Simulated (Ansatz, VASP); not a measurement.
# Two plane-wave programs on Al2O3

The input INCAR:

```
ALGO = Normal
EDIFF = 1E-6
ENCUT = 520
GGA = CA
ISIF = 2
ISMEAR = 0
LASPH = True
LCHARG = True
LELF = True
LREAL = False
LVHAR = True
LWAVE = False
NBANDS = 20
NELM = 80
PREC = Accurate
SIGMA = 0.05
```

The input KPOINTS:

```
k-points
0
Gamma
  12 12 4
```

POSCAR

```
Al2O3
1.0
    2.7941301059      0.0000000000      0.0000000000
   -1.3970650530      2.4197876532      0.0000000000
    0.0000000000      0.0000000000      9.9492664367
Al O
2 3
Direct
    0.0000000000      0.0000000000      0.1499923300
    0.0000000000      0.0000000000      0.8500076700
    0.3333333333      0.6666666667      0.2223169200
    0.6666666667      0.3333333333      0.0000000000
    0.3333333333      0.6666666667      0.7776830800
```

Input for Ansatz:

```yaml
crystal:
  lattice:
    - [2.7941301059, 0.0, 0.0]
    - [-1.397065053, 2.4197876532, 0.0]
    - [0.0, 0.0, 9.9492664367]
  atoms:
    - { symbol: Al, position: [0.0, 0.0, 0.14999233] }
    - { symbol: Al, position: [0.0, 0.0, 0.85000767] }
    - { symbol: O, position: [0.3333333333, 0.6666666667, 0.22231692] }
    - { symbol: O, position: [0.6666666667, 0.3333333333, 0.0] }
    - { symbol: O, position: [0.3333333333, 0.6666666667, 0.77768308] }
basis:
  ecutwfc: 420
kpoints:
  mp_grid: { grid: [12, 12, 4] }
hamiltonian:
  xc: lda
scf:
  occupations: { method: gaussian, width: 0.05 }
output:
  forces: true
  stress: true
  eigenvalues: true
```

Alike in both runs: task single point; functional LDA; k mesh 12 × 12 × 4; occupations gaussian, width 0.05 eV; no spin polarisation.

|  | VASP | Ansatz |
| --- | --- | --- |
| version | VASP 6.6.1 | Ansatz 0.2.0 |
| potentials or method | VASP PAW LDA potentials, release 64 (Al, O), cutoff 520 eV | scalar-relativistic, plane waves, PAW |
| valence electrons in the cell | 24 | 24 |

|  | VASP | Ansatz | Ansatz less VASP |
| --- | --- | --- | --- |
| gap on the k mesh at the Fermi level (eV) | 5.05 | 5.04 | -0.015 |
| least direct gap on the mesh (eV) | 5.05 | 5.04 | -0.015 |
| pressure (GPa) | -1.4 | -2.1 | -0.74 |
| traceless stress, the component that is largest in VASP (GPa) | -14.57 | -14.01 | +0.561 |
| rms of the force components (eV/Å) | 0.519 | 0.520 | +0.0010 |

LDA's correlation is that of Perdew and Zunger in VASP and of Perdew and Wang (1992) in Ansatz. Atom by atom the forces differ by 0.018 eV/Å (rms over components).
